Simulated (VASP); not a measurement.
# Hf (I4_1/amd) in VASP: relaxation of cell and atoms with PBEsol

Aim: the relaxation of cell and atoms of Hf with PBEsol.

All numbers are computed with VASP 6.6.1; they aren't measurements. Logs are shortened: lines on timing, memory, paths and dates and some standing lists are left out, and cuts for length are marked.

## (1) The cell of the first run

The structure is tetragonal, space group I4_1/amd (No. 141). Conventional cell: a = 4.802 Å, b = 4.802 Å, c = 2.639 Å, α = 90.00°, β = 90.00°, γ = 90.00°. Hf (site symmetry -4m2) has 10 Hf at 2.49 to 3.11 Å within 3.3 Å.

## (2) Relaxation of cell and atoms, PBEsol, target pressure 71 GPa, at which the enthalpy is minimised

Contents of INCAR:

```
SYSTEM = Hf
PREC = Accurate
ENCUT = 600
EDIFF = 1E-6
ISMEAR = -1
SIGMA = 0.1
LREAL = .FALSE.
LASPH = .TRUE.
NELM = 60
ALGO = Normal
ISIF = 3
LWAVE = .FALSE.
LCHARG = .FALSE.
GGA = PS
IBRION = 2
NSW = 32
EDIFFG = -0.005
PSTRESS = 710.0
```

Contents of KPOINTS:

```
Automatic mesh
0
G
  16 16 16
  0 0 0
```

Contents of POSCAR:

```
Hf
1.0
   -2.4010466547      2.4010466547      1.3195726071
    2.4010466547     -2.4010466547      1.3195726071
    2.4010466547      2.4010466547     -1.3195726071
Hf
2
Direct
   -0.3750000000     -0.1250000000     -0.2500000000
    0.3750000000      0.1250000000      0.2500000000
```

Potentials or basis: VASP PAW PBE potentials, release 64 (Hf_pv).

Started as:

```
$ cat potpaw_PBE.64/Hf_pv/POTCAR > POTCAR
$ mpirun -np 1 vasp_std > vasp.out
```

OUTCAR:

```text
SYSTEM = Hf
   PREC = Accurate
   ENCUT = 600
   EDIFF = 1E-6
   ISMEAR = -1
   LREAL = .FALSE.
   LASPH = .TRUE.
   NELM = 60
   ISIF = 3
   GGA = PS
   IBRION = 2
   NSW = 32
   EDIFFG = -0.005
   PSTRESS = 710.0

 ion  position               nearest neighbor table
   1  0.625  0.875  0.750-   2 2.49   2 2.49   2 2.49   2 2.49   2 3.11   2 3.11   2 3.11   2 3.11

   2  0.375  0.125  0.250-   1 2.49   1 2.49   1 2.49   1 2.49   1 3.11   1 3.11   1 3.11   1 3.11

  LATTYP: Found a body centered tetragonal cell.
 ALAT       =     4.8020933094
 C/A-ratio  =     0.5495822434

  Lattice vectors:

 A1 = (  -2.4010466547,   2.4010466547,   1.3195726071)
 A2 = (   2.4010466547,  -2.4010466547,   1.3195726071)
 A3 = (   2.4010466547,   2.4010466547,  -1.3195726071)

Analysis of symmetry for initial positions (statically):
=====================================================================
 Subroutine PRICEL returns:
 Original cell was already a primitive cell.

 Routine SETGRP: Setting up the symmetry group for a
 body centered tetragonal supercell.

 Subroutine GETGRP returns: Found 16 space group operations
 (whereof  4 operations were pure point group operations)
 out of a pool of 16 trial point group operations.

The static configuration has the point symmetry C_2h.
 The point group associated with its full space group is D_4h.

Analysis of symmetry for dynamics (positions and initial velocities):
=====================================================================
 Subroutine PRICEL returns:
 Original cell was already a primitive cell.

 Routine SETGRP: Setting up the symmetry group for a
 body centered tetragonal supercell.

 Subroutine GETGRP returns: Found 16 space group operations
 (whereof  4 operations were pure point group operations)
 out of a pool of 16 trial point group operations.

The dynamic configuration has the point symmetry C_2h.
 The point group associated with its full space group is D_4h.

 Subroutine INISYM returns: Found 16 space group operations
 (whereof  4 operations are pure point group operations),
 and found     1 'primitive' translations

----------------------------------------------------------------------------------------

                                     Primitive cell

  volume of cell :      30.4295

  direct lattice vectors                    reciprocal lattice vectors
    -2.401046655  2.401046655  1.319572607     0.000000000  0.208242517  0.378910563
     2.401046655 -2.401046655  1.319572607     0.208242517  0.000000000  0.378910563
     2.401046655  2.401046655 -1.319572607     0.208242517  0.208242517  0.000000000

  length of vectors
     3.642982561  3.642982561  3.642982561     0.432363460  0.432363460  0.294499393

  position of ions in fractional coordinates (direct lattice)
     0.625000000  0.875000000  0.750000000
     0.375000000  0.125000000  0.250000000

  ion indices of the primitive-cell ions
   primitive index   ion index
                 1           1
                 2           2

----------------------------------------------------------------------------------------

 KPOINTS: Automatic mesh

Automatic generation of k-mesh.
 Grid dimensions read from file:
 generate k-points for:   16   16   16

 Generating k-lattice:

  Cartesian coordinates                     Fractional coordinates (reciprocal lattice)
     0.000000000  0.013015157  0.023681910     0.062500000  0.000000000  0.000000000
     0.013015157  0.000000000  0.023681910     0.000000000  0.062500000  0.000000000
     0.013015157  0.013015157  0.000000000     0.000000000  0.000000000  0.062500000

  Length of vectors
     0.027022716  0.027022716  0.018406212

  Shift w.r.t. Gamma in fractional coordinates (k-lattice)
     0.000000000  0.000000000  0.000000000

 Subroutine IBZKPT returns following result:
 ===========================================

 Found    349 irreducible k-points:

 Following reciprocal coordinates:
            Coordinates               Weight
  0.000000  0.000000  0.000000      1.000000
  0.062500  0.000000 -0.000000      8.000000
  0.125000  0.000000 -0.000000      8.000000
  0.187500  0.000000 -0.000000      8.000000
  0.250000  0.000000 -0.000000      8.000000
  0.312500  0.000000 -0.000000      8.000000
[... 16 lines left out ...]
 -0.125000  0.062500  0.000000     16.000000
 -0.062500  0.062500  0.000000      4.000000
 [... further k-points ...]
   k-points           NKPTS =    349   k-points in BZ     NKDIM =    349   number of bands    NBANDS=     14
   number of dos      NEDOS =    301   number of ions     NIONS =      2
   total plane-waves  NPLWV =  27000
   dimension x,y,z NGX =    30 NGY =   30 NGZ =   30
   dimension x,y,z NGXF=    60 NGYF=   60 NGZF=   60
   ions per type =               2
   NGX,Y,Z   is equivalent  to a cutoff of  13.69, 13.69, 13.69 a.u.
   NGXF,Y,Z  is equivalent  to a cutoff of  27.38, 27.38, 27.38 a.u.
 SYSTEM =  Hf
   PREC   = accura    normal or accurate (medium, high low for compatibility)
   ISTART =      0    job   : 0-new  1-cont  2-samecut
   ICHARG =      2    charge: 1-file 2-atom 10-const
   ISPIN  =      1    spin polarized calculation?
   LNONCOLLINEAR =      F non collinear calculations
   LSORBIT =      F    spin-orbit coupling
   LASPH  =      T    aspherical Exc in radial PAW
   ENCUT  =  600.0 eV  44.10 Ry    6.64 a.u.   7.28  7.28  7.28*2*pi/ulx,y,z
   NELM   =     60;   NELMIN=  2; NELMDL= -5     # of ELM steps
   EDIFF  = 0.1E-05   stopping-criterion for ELM
   LREAL  =      F    real-space projection
   EDIFFG = -.5E-02   stopping-criterion for IOM
   NSW    =     32    number of steps for IOM
   IBRION =      2    ionic relax: 0-MD 1-quasi-New 2-CG
   NFREE  =      1    steps in history (QN), initial steepest desc. (CG)
   ISIF   =      3    stress and relaxation
   ISYM   =      2    0-nonsym 1-usesym 2-fastsym
   POTIM  = 0.5000    time-step for ionic-motion
   TEBEG  =    0.0;   TEEND  =   0.0 temperature during run
   PSTRESS=  710.0 pullay stress
   NELECT =      20.0000    total number of electrons
   NUPDOWN=      -1.0000    fix difference up-down
   EMIN   =  10.00;   EMAX   =-10.00  energy-range for DOS
   EFERMI =   0.00;   METHOD = LEGACY
   ISMEAR =    -1;   SIGMA  =   0.10  broadening in eV -4-tet -1-fermi 0-gaus
   EFERMI_NEDOS =   21; number of points for ismear=-14 and -15
   IALGO  =     38    algorithm
   IMIX   =      4    mixing-type and parameters
     AMIX     =   0.40;   BMIX     =  1.00
     AMIX_MAG =   1.60;   BMIX_MAG =  1.00
  volume/ion in A,a.u.               =      15.21       102.67
  Fermi-wavevector in a.u.,A,eV,Ry     =   1.423377  2.689793 27.565439  2.026003
  Thomas-Fermi vector in A             =   2.543981
   LORBIT       =      0    0 simple, 1 ext, 2 COOP (PROOUT), +10 PAW based schemes
   GGA     = PS    functional components
   LHFCALC =     F    Hartree Fock is set to
   AEXX    =    0.0000 exact exchange contribution
   IVDW    =     0    specifies the selected vdW correction
   LEPSILON=     F    determine dielectric tensor
   LRPA    =     F    only Hartree local field effects (RPA)
 conjugate gradient relaxation of ions
 non-spin polarized calculation
  energy-cutoff  :      600.00
  volume of cell :       30.43
 maximum number of plane-waves:      1033
 NGX is ok and might be reduce to    30
   NGX = 15   NGY = 15   NGZ = 15

--------------------------------------- Ionic step        1  -------------------------------------------

 number of electron      19.9999998 magnetization

 Free energy of the ion-electron system (eV)
  ---------------------------------------------------
  ext. energy  EPLUGINS =         0.00000000
  ---------------------------------------------------
  free energy    TOTEN  =       -17.51284787 eV

  energy without entropy =      -17.45646360  energy(sigma->0) =      -17.48465574

------------------------ aborting loop because EDIFF is reached ----------------------------------------

  FORCE on cell =-STRESS in cart. coord.  units (eV):
  Direction    XX          YY          ZZ          XY          YZ          ZX
  --------------------------------------------------------------------------------------
  -------------------------------------------------------------------------------------
  Total       13.2248827     13.2248827     13.3366141     -0.0000000     -0.0000000      0.0000000
  in kB      696.3184961    696.3184961    702.2013944     -0.0000000     -0.0000000      0.0000000
  external PRESSURE =     -11.7205378 kB  Pullay stress =     710.0000000 kB
[... 137 lines left out ...]
  enthalpy is  TOTEN    =        -4.0285900446 eV   P V=       13.4365210290

--------------------------------------- Ionic step        5  -------------------------------------------

 number of electron      19.9999998 magnetization

 Free energy of the ion-electron system (eV)
  ---------------------------------------------------
  ext. energy  EPLUGINS =         0.00000000
  ---------------------------------------------------
  free energy    TOTEN  =       -17.46455851 eV

  energy without entropy =      -17.40830718  energy(sigma->0) =      -17.43643285

 E-fermi :   7.1853     XC(G=0): -13.2648

 val. band max:        7.1818901125   @ k =  -0.3125   0.4375   0.1875
 cond. band min:       7.1860946507   @ k =  -0.0625   0.3750   0.0625
 fundamental gap:      0.0042045382
 Fermi energy:         7.1853319860

 k-point     1 :       0.0000    0.0000    0.0000
  band No.  band energies     occupation
      1     -23.8721      2.00000
      2     -23.8721      2.00000
      3     -21.1949      2.00000
      4     -21.1561      2.00000
      5     -21.0932      2.00000
      6     -21.0932      2.00000
      7      -0.4706      2.00000
      8       1.7334      2.00000
      9       5.1935      2.00000
     10       5.6713      2.00000
     11       7.0949      1.42372
     12      11.9703      0.00000
     13      11.9703      0.00000
     14      12.3504      0.00000
[... 375 lines left out ...]
 k-point    24 :      -0.0625    0.0625    0.0000
  band No.  band energies     occupation
      1     -23.8551      2.00000
      2     -23.8519      2.00000
      3     -21.2719      2.00000
      4     -21.1538      2.00000
      5     -21.1336      2.00000
      6     -21.0471      2.00000
      7      -0.3687      2.00000
      8       1.8171      2.00000
      9       5.2553      2.00000
     10       5.6253      2.00000
     11       7.0359      1.63352
     12      12.0258      0.00000
     13      12.0781      0.00000
     14      12.4301      0.00000

 [... further k-points ...]

------------------------ aborting loop because EDIFF is reached ----------------------------------------

  FORCE on cell =-STRESS in cart. coord.  units (eV):
  Direction    XX          YY          ZZ          XY          YZ          ZX
  --------------------------------------------------------------------------------------
  -------------------------------------------------------------------------------------
  Total       13.4349098     13.4349098     13.4335359     -0.0000000     -0.0000000      0.0000000
  in kB      709.9442417    709.9442417    709.8716416     -0.0000000     -0.0000000      0.0000000
  external PRESSURE =      -0.0799583 kB  Pullay stress =     710.0000000 kB
[... 17 lines left out ...]
  FREE ENERGIE OF THE ION-ELECTRON SYSTEM (eV)
  ---------------------------------------------------
  free  energy   TOTEN  =       -17.4645585134 eV

  energy  without entropy=      -17.4083071831  energy(sigma->0) =      -17.43643285

  enthalpy is  TOTEN    =        -4.0285935231 eV   P V=       13.4359649903

 reached required accuracy - stopping structural energy minimisation
```

Run time: 17 min. Hardware: 1 thread of Intel Xeon 8259CL, shared host; peak memory 0.31 GiB.

Results:

- Free energy: -17.4646 eV
- Relaxed volume: 15.16 Å³/atom
- Relaxed cell: a = 3.637 Å, b = 3.637 Å, c = 3.637 Å, α = 97.56°, β = 97.56°, γ = 137.46°
- Space group after relaxing (to 0.1 Å): I4_1/amd (No. 141)
- Energy change on relaxing (the run minimises the enthalpy): +24.1 meV/atom
- Ionic steps: 5
- Pressure after relaxing: 71.0 GPa
- Band gap on the k mesh: zero (bands 10 and 11 overlap by 1.67 eV)

The path:
```tsv
step	energy change (eV)	largest force (eV/Å)	pressure (GPa)	volume (Å³)
1	0.0000	0.0000	69.83	30.43
2	0.2205	0.0000	75.16	29.94
3	0.0500	0.0000	71.05	30.32
4	0.0477	0.0000	70.98	30.32
5	0.0483	0.0000	70.99	30.32
```

Final structure:
```
CELL_PARAMETERS angstrom
-2.39668 2.39668 1.31959
2.39668 -2.39668 1.31959
2.39668 2.39668 -1.31959
ATOMIC_POSITIONS crystal
Hf 0.62500 0.87500 0.75000
Hf 0.37500 0.12500 0.25000
```

Caveat: the cell is relaxed towards a set pressure, so the run minimises the enthalpy, not the energy; the PAW data sets were made with another functional, which shifts forces and pressure a little; spin-orbit coupling is left out, which moves the levels of the heavy elements.
